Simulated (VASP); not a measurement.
Write the native input for VASP 6.6.1 that does the following.

```yaml
Task: single point
Functional: PBEsol
Potentials_or_basis: VASP PAW PBE potentials, release 64 (In_d)
Cutoff: 520 eV
k_mesh: 22 × 22 × 22
Occupations: gaussian, width 0.15 eV
Spin: no spin polarisation
Dipole_correction: no
Further_INCAR_settings: ALGO = Fast; EDIFF = 1e-06; NBANDS = 12
```

The structure of In lies in POSCAR:

```
In
1.0
   -1.6261500000      1.6261500000      2.4739500000
    1.6261500000     -1.6261500000      2.4739500000
    1.6261500000      1.6261500000     -2.4739500000
In
1
Direct
    0.0000000000      0.0000000000      0.0000000000
```

The input as run:

INCAR

```
SYSTEM = In
ALGO     = Fast           ! electronic algorithm
EDIFF    = 1E-6           ! SCF threshold, eV
ENCUT    = 520            ! plane-wave cutoff, eV
GGA      = PS             ! functional
ISIF     = 2              ! what is computed and relaxed
ISMEAR   = 0              ! smearing method
LASPH    = .TRUE.         ! aspherical terms in the spheres
LCHARG   = .FALSE.        ! write CHGCAR
LREAL    = .FALSE.        ! projectors in reciprocal space
LWAVE    = .FALSE.        ! write WAVECAR
NBANDS   = 12             ! bands
NELM     = 60             ! most SCF steps
PREC     = Accurate       ! precision mode
SIGMA    = 0.15           ! smearing width, eV
```

KPOINTS

```
k-points
0
G
  22 22 22
  0 0 0
```

Potentials or basis: VASP PAW PBE potentials, release 64 (In_d).

Run with:

```console
$ cat potpaw_PBE.64/In_d/POTCAR > POTCAR
$ mpirun -np 1 vasp_std > vasp.out
```

Results of the run:

- Pressure: -1.0 GPa
- Band gap on the k mesh: zero (an odd number of electrons rules out a gap without spin polarisation)

Caveat: the PAW data sets were made with another functional, which shifts forces and pressure a little; spin-orbit coupling is left out, which moves the levels of the heavy elements.

It took 3.2 min on 1 thread of Intel(R) Xeon(R) Platinum 8488C (Sapphire Rapids) (shared host), peak memory 0.36 GiB.
